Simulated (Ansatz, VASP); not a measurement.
**Bi: VASP beside Ansatz**

Contents of INCAR:

```
SYSTEM = Bi
ALGO     = Fast           ! electronic algorithm
EDIFF    = 1E-6           ! SCF threshold, eV
ENCUT    = 520            ! plane-wave cutoff, eV
GGA      = PE             ! functional
ISIF     = 2              ! what is computed and relaxed
ISMEAR   = -1             ! smearing method
LASPH    = .TRUE.         ! aspherical terms in the spheres
LCHARG   = .TRUE.         ! write CHGCAR
LELF     = .TRUE.         ! ELF
LREAL    = .FALSE.        ! projectors in reciprocal space
LVHAR    = .TRUE.       
LWAVE    = .FALSE.        ! write WAVECAR
NBANDS   = 22             ! bands
NELM     = 80             ! most SCF steps
PREC     = Accurate       ! precision mode
SIGMA    = 0.05           ! smearing width, eV
```

The input KPOINTS:

```
k-points
0
G
  6 6 9
  0 0 0
```

File POSCAR:

```
Bi
1.0
    3.4885980000     -3.1325780000      0.0000000000
    3.4885980000      3.1325780000      0.0000000000
   -1.2602350000      0.0000000000      3.1135500000
Bi
2
Direct
    0.7502280000      0.7515860000      0.8490970000
    0.2471020000      0.2530770000      0.1447550000
```

input.yaml

```yaml
crystal:
  lattice:
    - [3.488598, -3.132578, 0.0]
    - [3.488598, 3.132578, 0.0]
    - [-1.260235, 0.0, 3.11355]
  atoms:
    - { symbol: Bi, position: [0.750228, 0.751586, 0.849097] }
    - { symbol: Bi, position: [0.247102, 0.253077, 0.144755] }
kpoints:
  mp_grid: { grid: [6, 6, 9] }
scf:
  occupations: { method: fermi_dirac, width: 0.05 }
hamiltonian:
  xc: pbe
  pseudopotentials: { kind: all_electron, lapw: { basis_error: 0.001 } }
output:
  forces: true
  stress: true
  eigenvalues: true
  populations: true
```

Change from the starting cell: atoms moved at random, drawn with an rms of 0.05 Å.

Alike in both runs: task single point; functional PBE; k mesh 6 × 6 × 9; occupations fermi-dirac, width 0.05 eV; no spin polarisation.

```csv
,VASP,Ansatz
version,VASP 6.6.1,Ansatz 0.2.0
potentials or method,"VASP PAW PBE potentials, release 64 (Bi_d), cutoff 520 eV","all-electron LAPW, scalar-relativistic"
```

Ansatz gave:

```
gap on the k mesh at the Fermi level (eV)                     : none
pressure (GPa)                                                : -0.1
traceless stress, the component that is largest in VASP (GPa) : -0.75
rms of the force components (eV/Å)                            : 0.055
```

Task: Which values does VASP return?

Result: gap on the k mesh at the Fermi level (eV): none; pressure (GPa): -0.1; traceless stress, the component that is largest in VASP (GPa): -0.75; rms of the force components (eV/Å): 0.054.

Atom by atom the forces differ by 0.001 eV/Å (rms over components). A gap of «none» marks a metal or a gap that the smearing closes. Ansatz ran all-electron here, and VASP with PAW potentials.

Neither program's run includes spin-orbit coupling.
